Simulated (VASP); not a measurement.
# SiO2 (P4_32_12) in VASP: a series of runs

The runs below take SiO2 through single point, with r2SCAN.

Everything below comes from runs of VASP 6.6.1. Logs are shortened: lines on timing, memory, paths and dates and some standing lists are left out, and cuts for length are marked.

## (1) The cell of the first run

Symmetry: P4_32_12, No. 96, tetragonal system. The conventional cell has a = 5.016 Å, b = 5.016 Å, c = 6.968 Å, α = 90.00°, β = 90.00°, γ = 90.00°. Within 2.1 Å of Si (site symmetry 2) lie 4 O at 1.61 Å. O (site symmetry 1) has 2 Si at 1.61 Å within 2.1 Å.

## (2) Single point, r2SCAN

Input file POSCAR:

```
SiO2
1.0
    5.0161229500      0.0000000000      0.0000000000
    0.0000000000      5.0161229500      0.0000000000
    0.0000000000      0.0000000000      6.9682790400
Si O
4 8
Direct
    0.7986676127      0.7986676127      0.5000000000
    0.7013323873      0.2986676127      0.2500000000
    0.2013323873      0.2013323873      0.0000000000
    0.2986676127      0.7013323873      0.7500000000
    0.2603240597      0.3982568544      0.8220337290
    0.1017431456      0.7603240597      0.5720337290
    0.7396759403      0.6017431456      0.3220337290
    0.8982568544      0.2396759403      0.0720337290
    0.7603240597      0.1017431456      0.4279662710
    0.6017431456      0.7396759403      0.6779662710
    0.2396759403      0.8982568544      0.9279662710
    0.3982568544      0.2603240597      0.1779662710
```

Input file INCAR.step1:

```
SYSTEM = SiO2
PREC     = Accurate       ! precision mode
ENCUT    = 520            ! plane-wave cutoff, eV
ISMEAR   = -1             ! smearing method
SIGMA    = 0.02           ! smearing width, eV
LREAL    = .FALSE.        ! projectors in reciprocal space
LASPH    = .TRUE.         ! aspherical terms in the spheres
NELM     = 60             ! most SCF steps
NBANDS   = 44             ! bands
GGA      = PE             ! functional
ALGO     = Normal         ! electronic algorithm
EDIFF    = 1E-4           ! SCF threshold, eV
LWAVE    = .TRUE.         ! write WAVECAR
LCHARG   = .FALSE.        ! write CHGCAR
```

Input file INCAR.step2:

```
SYSTEM = SiO2
PREC     = Accurate       ! precision mode
ENCUT    = 520            ! plane-wave cutoff, eV
EDIFF    = 1E-6           ! SCF threshold, eV
ISMEAR   = -1             ! smearing method
SIGMA    = 0.02           ! smearing width, eV
LREAL    = .FALSE.        ! projectors in reciprocal space
LASPH    = .TRUE.         ! aspherical terms in the spheres
NELM     = 60             ! most SCF steps
ALGO     = Normal         ! electronic algorithm
ISIF     = 2              ! what is computed and relaxed
LWAVE    = .FALSE.        ! write WAVECAR
LCHARG   = .FALSE.        ! write CHGCAR
METAGGA  = R2SCAN         ! meta-GGA
LMIXTAU  = .TRUE.       
NBANDS   = 44             ! bands
ISTART   = 1
```

Input file KPOINTS:

```
Automatic mesh
0
G
  6 6 4
  0 0 0
```

Potentials or basis: VASP PAW PBE potentials, release 64 (Si, O).

Command:

```sh
$ cat potpaw_PBE.64/Si/POTCAR potpaw_PBE.64/O/POTCAR > POTCAR
$ cp INCAR.step1 INCAR
$ mpirun -np 1 vasp_std > vasp.out
$ cp INCAR.step2 INCAR
$ mpirun -np 1 vasp_std > vasp.out
```

OUTCAR:

```text
SYSTEM = SiO2
   PREC = Accurate
   ENCUT = 520
   EDIFF = 1E-6
   ISMEAR = -1
   LREAL = .FALSE.
   LASPH = .TRUE.
   NELM = 60
   ISIF = 2
   METAGGA = R2SCAN
   ISTART = 1

 ion  position               nearest neighbor table
   1  0.799  0.799  0.500-   6 1.61   9 1.61   7 1.61  10 1.61   2 3.09   4 3.09   2 3.09   4 3.09

   2  0.701  0.299  0.250-   7 1.61  12 1.61   9 1.61   8 1.61   1 3.09   3 3.09   1 3.09   3 3.09

   3  0.201  0.201  0.000-   8 1.61  11 1.61   5 1.61  12 1.61   2 3.09   4 3.09   4 3.09   2 3.09

   4  0.299  0.701  0.750-   5 1.61  10 1.61   6 1.61  11 1.61   1 3.09   3 3.09   3 3.09   1 3.09

   5  0.260  0.398  0.822-   4 1.61   3 1.61
   6  0.102  0.760  0.572-   1 1.61   4 1.61
   7  0.740  0.602  0.322-   2 1.61   1 1.61
   8  0.898  0.240  0.072-   3 1.61   2 1.61
   9  0.760  0.102  0.428-   1 1.61   2 1.61
  10  0.602  0.740  0.678-   4 1.61   1 1.61
  11  0.240  0.898  0.928-   3 1.61   4 1.61
  12  0.398  0.260  0.178-   2 1.61   3 1.61

  LATTYP: Found a simple tetragonal cell.
 ALAT       =     5.0161229500
 C/A-ratio  =     1.3891762840

  Lattice vectors:

 A1 = (   5.0161229500,   0.0000000000,   0.0000000000)
 A2 = (   0.0000000000,   5.0161229500,   0.0000000000)
 A3 = (   0.0000000000,   0.0000000000,   6.9682790400)

Analysis of symmetry for initial positions (statically):
=====================================================================
 Subroutine PRICEL returns:
 Original cell was already a primitive cell.

 Routine SETGRP: Setting up the symmetry group for a
 simple tetragonal supercell.

 Subroutine GETGRP returns: Found  8 space group operations
 (whereof  2 operations were pure point group operations)
 out of a pool of 16 trial point group operations.

The static configuration has the point symmetry C_2 .
 The point group associated with its full space group is D_4 .

Analysis of symmetry for dynamics (positions and initial velocities):
=====================================================================
 Subroutine PRICEL returns:
 Original cell was already a primitive cell.

 Routine SETGRP: Setting up the symmetry group for a
[... 126 lines left out ...]
   NELM   =     60;   NELMIN=  2; NELMDL=  0     # of ELM steps
   EDIFF  = 0.1E-05   stopping-criterion for ELM
   LREAL  =      F    real-space projection
   EDIFFG = 0.1E-04   stopping-criterion for IOM
   NSW    =      0    number of steps for IOM
   IBRION =     -1    ionic relax: 0-MD 1-quasi-New 2-CG
   NFREE  =      0    steps in history (QN), initial steepest desc. (CG)
   ISIF   =      2    stress and relaxation
   ISYM   =      2    0-nonsym 1-usesym 2-fastsym
   POTIM  = 0.5000    time-step for ionic-motion
   TEBEG  =    0.0;   TEEND  =   0.0 temperature during run
   PSTRESS=    0.0 pullay stress
   NELECT =      64.0000    total number of electrons
   NUPDOWN=      -1.0000    fix difference up-down
   EMIN   =  10.00;   EMAX   =-10.00  energy-range for DOS
   EFERMI =   0.00;   METHOD = LEGACY
   ISMEAR =    -1;   SIGMA  =   0.02  broadening in eV -4-tet -1-fermi 0-gaus
   EFERMI_NEDOS =   21; number of points for ismear=-14 and -15
   IALGO  =     38    algorithm
   IMIX   =      4    mixing-type and parameters
     AMIX     =   0.40;   BMIX     =  1.00
     AMIX_MAG =   1.60;   BMIX_MAG =  1.00
  volume/ion in A,a.u.               =      14.61        98.60
  Fermi-wavevector in a.u.,A,eV,Ry     =   1.169987  2.210954 18.624586  1.368868
  Thomas-Fermi vector in A             =   2.306451
   LORBIT       =      0    0 simple, 1 ext, 2 COOP (PROOUT), +10 PAW based schemes
   METAGGA = R2SCAN    functional components
   LHFCALC =     F    Hartree Fock is set to
   AEXX    =    0.0000 exact exchange contribution
   IVDW    =     0    specifies the selected vdW correction
   LEPSILON=     F    determine dielectric tensor
   LRPA    =     F    only Hartree local field effects (RPA)
 non-spin polarized calculation
  energy-cutoff  :      520.00
  volume of cell :      175.33
 maximum number of plane-waves:      4760
 NGX is ok and might be reduce to    40
   NGX = 19   NGY = 19   NGZ = 25

 number of electron      64.0000006 magnetization

 Free energy of the ion-electron system (eV)
  ---------------------------------------------------
  ext. energy  EPLUGINS =         0.00000000
  ---------------------------------------------------
  free energy    TOTEN  =      -119.16806422 eV

  energy without entropy =     -119.16806422  energy(sigma->0) =     -119.16806422

 E-fermi :   0.0171     XC(G=0):  -8.7512

 val. band max:       -0.4494592941   @ k =   0.0000   0.0000   0.0000
 cond. band min:       5.8491726261   @ k =   0.0000   0.0000   0.0000
 fundamental gap:      6.2986319202
 Fermi energy:         0.0171260930

 k-point     1 :       0.0000    0.0000    0.0000
  band No.  band energies     occupation
      1     -20.8880      2.00000
      2     -19.9950      2.00000
      3     -19.9950      2.00000
      4     -18.8622      2.00000
      5     -18.8305      2.00000
      6     -18.8261      2.00000
[... 1117 lines left out ...]
     43      11.9287      0.00000
     44      11.9287      0.00000

 [... further k-points ...]
[... 5 lines left out ...]
  --------------------------------------------------------------------------------------
  -------------------------------------------------------------------------------------
  Total       -0.2223954     -0.2223954     -0.0939168     -0.0000000      0.0000000     -0.0000000
  in kB       -2.0322380     -2.0322380     -0.8582067     -0.0000000      0.0000000     -0.0000000
  external PRESSURE =      -1.6408942 kB  Pullay stress =       0.0000000 kB

 VOLUME and BASIS-vectors are now :
 -----------------------------------------------------------------------------
  energy-cutoff  :      520.00
  volume of cell :      175.33
      direct lattice vectors                 reciprocal lattice vectors
     5.016122950  0.000000000  0.000000000     0.199357155  0.000000000  0.000000000
     0.000000000  5.016122950  0.000000000     0.000000000  0.199357155  0.000000000
     0.000000000  0.000000000  6.968279040     0.000000000  0.000000000  0.143507456

 POSITION                                       TOTAL-FORCE (eV/Angst)
 -----------------------------------------------------------------------------------
      4.00621      4.00621      3.48414         0.022493      0.022493      0.000000
      3.51797      1.49815      1.74207        -0.022493      0.022493      0.000000
      1.00991      1.00991      0.00000        -0.022493     -0.022493      0.000000
      1.49815      3.51797      5.22621         0.022493     -0.022493     -0.000000
      1.30582      1.99771      5.72816         0.002327      0.002886      0.006648
      0.51036      3.81388      3.98609        -0.002886      0.002327      0.006648
      3.71031      3.01842      2.24402        -0.002327     -0.002886      0.006648
      4.50577      1.20224      0.50195         0.002886     -0.002327      0.006648
      3.81388      0.51036      2.98219         0.002327     -0.002886     -0.006648
      3.01842      3.71031      4.72426        -0.002886     -0.002327     -0.006648
      1.20224      4.50577      6.46633        -0.002327      0.002886     -0.006648
      1.99771      1.30582      1.24012         0.002886      0.002327     -0.006648
 -----------------------------------------------------------------------------------
    total drift:                               -0.000000      0.000000      0.000000

  FREE ENERGIE OF THE ION-ELECTRON SYSTEM (eV)
  ---------------------------------------------------
  free  energy   TOTEN  =      -119.1680642165 eV

  energy  without entropy=     -119.1680642165  energy(sigma->0) =     -119.16806422
```

OUTCAR.step1:

```text
SYSTEM = SiO2
   PREC = Accurate
   ENCUT = 520
   ISMEAR = -1
   LREAL = .FALSE.
   LASPH = .TRUE.
   NELM = 60
[... 1394 lines left out ...]
      3.01842      3.71031      4.72426         0.129809     -0.030746      0.208790
      1.20224      4.50577      6.46633        -0.030746     -0.129809      0.208790
      1.99771      1.30582      1.24012        -0.129809      0.030746      0.208790
 -----------------------------------------------------------------------------------
    total drift:                               -0.000000      0.000000      0.000000

  FREE ENERGIE OF THE ION-ELECTRON SYSTEM (eV)
  ---------------------------------------------------
  free  energy   TOTEN  =       -94.8765784662 eV

  energy  without entropy=      -94.8765784661  energy(sigma->0) =      -94.87657847
```

OSZICAR.step1:

```text
N       E                     dE             d eps       ncg     rms          rms(c)
DAV:   1     0.412849205365E+03    0.41285E+03   -0.32776E+04  2640   0.132E+03
DAV:   2    -0.761284750242E+02   -0.48898E+03   -0.47432E+03  3364   0.314E+02
DAV:   3    -0.107518426068E+03   -0.31390E+02   -0.31240E+02  3224   0.845E+01
DAV:   4    -0.107930644633E+03   -0.41222E+00   -0.41149E+00  3296   0.107E+01
DAV:   5    -0.107938030686E+03   -0.73861E-02   -0.73813E-02  3256   0.139E+00    0.296E+01
DAV:   6    -0.948647728398E+02    0.13073E+02   -0.50006E+01  3076   0.326E+01    0.140E+01
DAV:   7    -0.948735376440E+02   -0.87648E-02   -0.14697E+00  3140   0.504E+00    0.509E+00
DAV:   8    -0.948623682098E+02    0.11169E-01   -0.75926E-02  3224   0.169E+00    0.198E+00
DAV:   9    -0.948740295038E+02   -0.11661E-01   -0.42066E-02  2960   0.120E+00    0.366E-01
DAV:  10    -0.948766019260E+02   -0.25724E-02   -0.42971E-03  2920   0.313E-01    0.115E-01
DAV:  11    -0.948765665194E+02    0.35407E-04   -0.10910E-03  3224   0.171E-01    0.171E-02
DAV:  12    -0.948765784662E+02   -0.11947E-04   -0.26351E-05  1916   0.279E-02
   1 F= -.94876578E+02 E0= -.94876578E+02  d E =-.178970E-10
```

Run time: 6.7 min. Hardware: 1 thread of Intel Xeon 6975P-C (Granite Rapids), shared host; peak memory 0.4 GiB.

Results:

* Free energy: -119.1681 eV
* Pressure: -0.2 GPa
* Largest force: 0.032 eV/Å
* Band gap on the k mesh: 6.30 eV

Forces in eV/Å, atoms in the order of the input:
```
Si   0.022  0.022  0.000
Si  -0.022  0.022  0.000
Si  -0.022 -0.022  0.000
Si   0.022 -0.022  0.000
O    0.002  0.003  0.007
O   -0.003  0.002  0.007
O   -0.002 -0.003  0.007
O    0.003 -0.002  0.007
O    0.002 -0.003 -0.007
O   -0.003 -0.002 -0.007
O   -0.002  0.003 -0.007
O    0.003  0.002 -0.007
```

Caveat: the PAW data sets were made with another functional, which shifts forces and pressure a little. A k mesh can miss the band edges.

## (3) Single point, r2SCAN

This run uses another cell than the first one, of 14.90 Å³/atom.

Input file POSCAR:

```
SiO2
1.0
    5.0486960800      0.0000000000      0.0000000000
    0.0000000000      5.0486960800      0.0000000000
    0.0000000000      0.0000000000      7.0135288800
Si O
4 8
Direct
    0.7952898172      0.7952898172      0.5000000000
    0.7047101828      0.2952898172      0.2500000000
    0.2047101828      0.2047101828      0.0000000000
    0.2952898172      0.7047101828      0.7500000000
    0.2589560943      0.4051733817      0.8252931189
    0.0948266183      0.7589560943      0.5752931189
    0.7410439057      0.5948266183      0.3252931189
    0.9051733817      0.2410439057      0.0752931189
    0.7589560943      0.0948266183      0.4247068811
    0.5948266183      0.7410439057      0.6747068811
    0.2410439057      0.9051733817      0.9247068811
    0.4051733817      0.2589560943      0.1747068811
```

Input file INCAR.step1:

```
  PREC = Accurate
  ENCUT = 520
  ISMEAR = -1
  SIGMA = 0.02
  LREAL = F
  LASPH = T
  NELM = 80
  NBANDS = 44
  GGA = PE
  ALGO = Normal
  EDIFF = 1E-4
  LWAVE = T
  LCHARG = F
```

Input file INCAR.step2:

```
  PREC = Accurate
  ENCUT = 520
  EDIFF = 1E-7
  ISMEAR = -1
  SIGMA = 0.02
  LREAL = F
  LASPH = T
  NELM = 80
  ALGO = Normal
  ISIF = 2
  LWAVE = F
  LCHARG = F
  METAGGA = R2SCAN
  LMIXTAU = T
  NBANDS = 44
  ISTART = 1
```

Input file KPOINTS:

```
Automatic mesh
0
Gamma
  6 6 4
```

Potentials or basis: VASP PAW PBE potentials, release 64 (Si, O).

Command:

```sh
$ cat potpaw_PBE.64/Si/POTCAR potpaw_PBE.64/O/POTCAR > POTCAR
$ cp INCAR.step1 INCAR
$ mpirun -np 1 vasp_std > vasp.out
$ cp INCAR.step2 INCAR
$ mpirun -np 1 vasp_std > vasp.out
```

Run time: 7.6 min. Hardware: 1 thread of Intel Xeon 6975P-C (Granite Rapids), shared host; peak memory 0.39 GiB.

Results (log left out):

| Item | Value |
| --- | --- |
| Free energy | -119.1650 eV |
| Pressure | -0.5 GPa |
| Largest force | 0.019 eV/Å |
| Band gap on the k mesh | 6.26 eV |

Forces on the atoms (eV/Å):
```
Si   0.013  0.013  0.000
Si  -0.013  0.013  0.000
Si  -0.013 -0.013  0.000
Si   0.013 -0.013  0.000
O    0.005 -0.002  0.011
O    0.002  0.005  0.011
O   -0.005  0.002  0.011
O   -0.002 -0.005  0.011
O    0.005  0.002 -0.011
O    0.002 -0.005 -0.011
O   -0.005 -0.002 -0.011
O   -0.002  0.005 -0.011
```

Stress tensor (GPa, compression positive):
```
-0.54  0.00  0.00
 0.00 -0.54  0.00
 0.00  0.00 -0.29
```

Levels at points of the mesh, in eV from the valence-band top:
```csv
k point,band 30,band 31,band 32,band 33,band 34,band 35
"(0.00, 0.00, 0.00)",-0.25,-0.25,0.00,6.26,9.52,9.52
"(0.50, 0.00, 0.00)",-0.65,-0.47,-0.47,8.31,8.31,9.96
"(0.50, 0.50, 0.00)",-0.61,-0.57,-0.57,9.33,9.33,9.50
"(0.00, 0.00, 0.50)",-0.51,-0.41,-0.41,7.48,7.48,10.34
"(0.50, 0.00, 0.50)",-0.95,-0.16,-0.16,8.77,8.77,9.37
"(0.50, 0.50, 0.50)",-0.66,-0.66,-0.66,9.85,9.85,9.85
```

Caveat: the PAW data sets were made with another functional, which shifts forces and pressure a little. r2SCAN opens gaps a little over a GGA but as a rule still falls short of measured ones.
